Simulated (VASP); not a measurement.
# Si16N (a cell with a defect) in VASP: single point with PBE+D3(BJ)

Aim: the single point of Si16N (a cell with a defect) with PBE+D3(BJ).

All numbers are computed with VASP 6.6.1; they aren't measurements. Logs are shortened: lines on timing, memory, paths and dates and some standing lists are left out, and cuts for length are marked.

**1. The cell of the first run**

The cell holds a defect, 17 atoms: a = 7.679 Å, b = 7.679 Å, c = 7.679 Å, α = 60.00°, β = 60.00°, γ = 60.00°.

**2. Single point, PBE+D3(BJ), collinear spin, ferromagnetic start**

INCAR

```
ALGO = Normal ; EDIFF = 1E-6
ENCUT = 520 ; GGA = PE
ISIF = 2 ; ISMEAR = 0
ISPIN = 2 ; IVDW = 12
LASPH = T ; LCHARG = F
LORBIT = 11 ; LREAL = Auto
LWAVE = F ; MAGMOM = 0 0 0 0 0 0 0 0 0 0 0 0 0 0 0 0 1
NBANDS = 52 ; NELM = 150
PREC = Accurate ; SIGMA = 0.05
```

KPOINTS

```
k-points
0
Gamma
  2 2 2
```

POSCAR

```
Si16N
1.0
    0.0000000000      5.4300000000      5.4300000000
    5.4300000000      0.0000000000      5.4300000000
    5.4300000000      5.4300000000      0.0000000000
Si N
16 1
Direct
    0.0232814174     -0.0239373406     -0.0164378086
    0.0846920870      0.1368323725      0.1325002393
   -0.0167204692      0.0118265674      0.5054946562
    0.1179087287      0.1421637230      0.6142245516
   -0.0205044987      0.5106623898      0.0095635197
    0.1229094475      0.6093297075      0.1415668818
   -0.0207958008      0.5161602696      0.5144461920
    0.1118878638      0.6377743880      0.6356340942
    0.4581437937      0.0227186499     -0.0022913863
    0.6632859668      0.0271422512      0.1283862838
    0.4884521909      0.0520092357      0.4891579987
    0.6109080105      0.1561535238      0.6329125876
    0.4875148680      0.5000432785      0.0491292602
    0.6053380874      0.6552376304      0.1445706953
    0.4857197138      0.5312930222      0.5190878850
    0.6056350066      0.6506552100      0.6556070892
    0.5744172565      0.2343890712      0.2164999302
```

Potentials or basis: VASP PAW PBE potentials, release 64 (Si, N).

Run with:

```console
$ cat potpaw_PBE.64/Si/POTCAR potpaw_PBE.64/N/POTCAR > POTCAR
$ mpirun -np 1 vasp_std > vasp.out
```

OUTCAR:

```text
EDIFF = 1E-6
   ENCUT = 520
   GGA = PE
   ISIF = 2
   ISMEAR = 0
   ISPIN = 2
   IVDW = 12
   LASPH = T
   LORBIT = 11
   LREAL = Auto
   NELM = 150
   PREC = Accurate
 IVDW          = 12

 ion  position               nearest neighbor table
   1  0.023  0.976  0.984-  10 2.30   6 2.31   4 2.33   2 2.36
   2  0.085  0.137  0.133-   9 2.34   3 2.35   5 2.35   1 2.36
   3  0.983  0.012  0.505-  12 2.34   2 2.35   4 2.35   8 2.35
   4  0.118  0.142  0.614-   1 2.33  11 2.34   3 2.35   7 2.35
   5  0.979  0.511  0.010-   8 2.35   2 2.35   6 2.35  14 2.35
   6  0.123  0.609  0.142-  13 2.30   1 2.31   7 2.35   5 2.35
   7  0.979  0.516  0.514-   6 2.35  16 2.35   4 2.35   8 2.35
   8  0.112  0.638  0.636-   5 2.35   3 2.35  15 2.35   7 2.35
   9  0.458  0.023  0.998-  10 2.27  12 2.31  14 2.33   2 2.34
  10  0.663  0.027  0.128-  17 1.73   9 2.27   1 2.30  11 2.46  13 3.01  14 3.04
  11  0.488  0.052  0.489-  17 1.84  12 2.33   4 2.34  10 2.46  16 2.53
  12  0.611  0.156  0.633-   9 2.31  11 2.33   3 2.34  15 2.35
  13  0.488  0.500  0.049-  17 1.77   6 2.30  14 2.32  16 2.47  10 3.01
  14  0.605  0.655  0.145-  13 2.32   9 2.33  15 2.35   5 2.35  10 3.04
  15  0.486  0.531  0.519-  14 2.35   8 2.35  12 2.35  16 2.36
  16  0.606  0.651  0.656-   7 2.35  15 2.36  13 2.47  11 2.53
  17  0.574  0.234  0.216-  10 1.73  13 1.77  11 1.84

  LATTYP: Found a face centered cubic cell.
 ALAT       =    10.8600000000

  Lattice vectors:

 A1 = (   0.0000000000,   5.4300000000,   5.4300000000)
 A2 = (   5.4300000000,   0.0000000000,   5.4300000000)
 A3 = (   5.4300000000,   5.4300000000,   0.0000000000)

Analysis of symmetry for initial positions (statically):
=====================================================================
 Subroutine PRICEL returns:
 Original cell was already a primitive cell.

 Routine SETGRP: Setting up the symmetry group for a
 face centered cubic supercell.

 Subroutine GETGRP returns: Found  1 space group operations
 (whereof  1 operations were pure point group operations)
 out of a pool of 48 trial point group operations.

The static configuration has the point symmetry C_1 .

Analysis of symmetry for dynamics (positions and initial velocities):
=====================================================================
 Subroutine PRICEL returns:
 Original cell was already a primitive cell.

 Routine SETGRP: Setting up the symmetry group for a
 face centered cubic supercell.

 Subroutine GETGRP returns: Found  1 space group operations
 (whereof  1 operations were pure point group operations)
 out of a pool of 48 trial point group operations.

The dynamic configuration has the point symmetry C_1 .

Analysis of structural, dynamic, and magnetic symmetry:
=====================================================================
 Subroutine PRICEL returns:
[... 170 lines left out ...]

 E-fermi :   6.1884     XC(G=0):  -9.5481

 val. band max:        6.1849379249   @ k =   0.0000   0.5000   0.0000
 cond. band min:       6.1907302654   @ k =   0.5000   0.5000   0.5000
 fundamental gap:      0.0057923405
 Fermi energy:         6.1884069799

 spin component 1

 k-point     1 :       0.0000    0.0000    0.0000
  band No.  band energies     occupation
      1     -10.4122      1.00000
      2      -5.7059      1.00000
      3      -4.0812      1.00000
      4      -3.7539      1.00000
      5      -3.7232      1.00000
      6      -3.1296      1.00000
[... 381 lines left out ...]
     45      10.0325      0.00000
     46      10.2401      0.00000
 Fermi energy:         6.1884069799

 spin component 2

 k-point     1 :       0.0000    0.0000    0.0000
  band No.  band energies     occupation
      1     -10.3978      1.00000
      2      -5.7017      1.00000
      3      -4.0694      1.00000
      4      -3.7487      1.00000
      5      -3.7183      1.00000
      6      -3.1196      1.00000
[... 381 lines left out ...]
     45      10.0400      0.00000
     46      10.2453      0.00000
 [bands above 46 left out]

------------------------ aborting loop because EDIFF is reached ----------------------------------------

 Edisp (eV)   -5.26761

 E8    (eV) :    -2.1616

  FORCE on cell =-STRESS in cart. coord.  units (eV):
  Direction    XX          YY          ZZ          XY          YZ          ZX
  --------------------------------------------------------------------------------------
  -------------------------------------------------------------------------------------
  Total       6.06509     1.01776    -1.11662    -1.18720     2.01292     0.02944
  in kB      30.34716     5.09246    -5.58712    -5.94024    10.07179     0.14732
  external pressure =        9.95 kB  Pullay stress =        0.00 kB

 VOLUME and BASIS-vectors are now :
 -----------------------------------------------------------------------------
  energy-cutoff  :      520.00
  volume of cell :      320.21
      direct lattice vectors                 reciprocal lattice vectors
     0.000000000  5.430000000  5.430000000    -0.092081031  0.092081031  0.092081031
     5.430000000  0.000000000  5.430000000     0.092081031 -0.092081031  0.092081031
     5.430000000  5.430000000  0.000000000     0.092081031  0.092081031 -0.092081031

 POSITION                                       TOTAL-FORCE (eV/Angst)
 -----------------------------------------------------------------------------------
     10.64076      5.46716      5.42644        -0.009190      0.002481     -0.004374
      1.46248      1.17935      1.20288        -0.011327     -0.002549      0.006720
      2.80905      8.08404      5.40343         0.004819      0.001129      0.008566
      4.10719      3.97548      1.41219         0.009576      0.009443      0.003749
      2.82483      5.37059      8.09156         0.017633      0.003512     -0.003354
      4.07737      1.43611      3.97606        -0.002041      0.006296      0.009312
[... 9 lines left out ...]
      7.09300      6.84854      6.82166         0.000585      0.005952      0.004714
      2.44833      4.29468      4.39182         0.031545     -0.002717      0.010882
 -----------------------------------------------------------------------------------
    total drift:                                0.004418     -0.002710      0.001300

  FREE ENERGIE OF THE ION-ELECTRON SYSTEM (eV)
  ---------------------------------------------------
  free  energy   TOTEN  =       -97.6123070654 eV

  energy  without entropy=      -97.6074701932  energy(sigma->0) =      -97.60988863

 total charge

# of ion       s       p       d       tot
------------------------------------------
    1        0.753   0.961   0.000   1.714
    2        0.743   0.944   0.000   1.686
    3        0.740   0.958   0.000   1.698
    4        0.744   0.960   0.000   1.704
    5        0.741   0.949   0.000   1.689
    6        0.745   0.970   0.000   1.715
[... 9 lines left out ...]
   16        0.762   0.877   0.000   1.640
   17        1.258   2.578   0.000   3.837
--------------------------------------------------
tot         13.205  17.696   0.000  30.901

 magnetization (x)

# of ion       s       p       d       tot
------------------------------------------
    1        0.000   0.001   0.000   0.001
    2        0.000  -0.000   0.000  -0.000
    3       -0.000   0.000   0.000   0.000
    4        0.000   0.001   0.000   0.001
    5       -0.000   0.000   0.000   0.000
    6        0.000   0.001   0.000   0.001
[... 9 lines left out ...]
   16        0.003   0.002   0.000   0.005
   17        0.001   0.006   0.000   0.007
--------------------------------------------------
tot          0.009   0.035   0.000   0.044
```

It took 21 min on 1 thread of Oxide Virtual Turin-like, shared host; peak memory 0.68 GiB.

What came out:

- Free energy: -97.6123 eV
- Pressure: 1.0 GPa
- Largest force: 0.035 eV/Å
- Net moment: 0.11 μB per cell
- Valence electrons inside the program's atomic spheres: Si 1.71, 1.69, 1.70, 1.72, 1.74, 1.63, 1.66, 1.64; N 3.84
- Dispersion energy per atom: -0.310 eV

Forces on the atoms (eV/Å):
```
Si  -0.009  0.002 -0.004
Si  -0.011 -0.003  0.007
Si   0.005  0.001  0.009
Si   0.010  0.009  0.004
Si   0.018  0.004 -0.003
Si  -0.002  0.006  0.009
Si  -0.010 -0.005 -0.002
Si  -0.004  0.001 -0.015
Si   0.000  0.006  0.007
Si  -0.030 -0.007 -0.016
Si   0.008 -0.004  0.002
Si   0.003 -0.005 -0.016
Si   0.010  0.002 -0.009
Si  -0.006  0.000  0.000
Si  -0.012 -0.011  0.013
Si   0.001  0.006  0.005
N    0.032 -0.003  0.011
```

Caveat: the k points lie up to 0.50 Å⁻¹ apart.
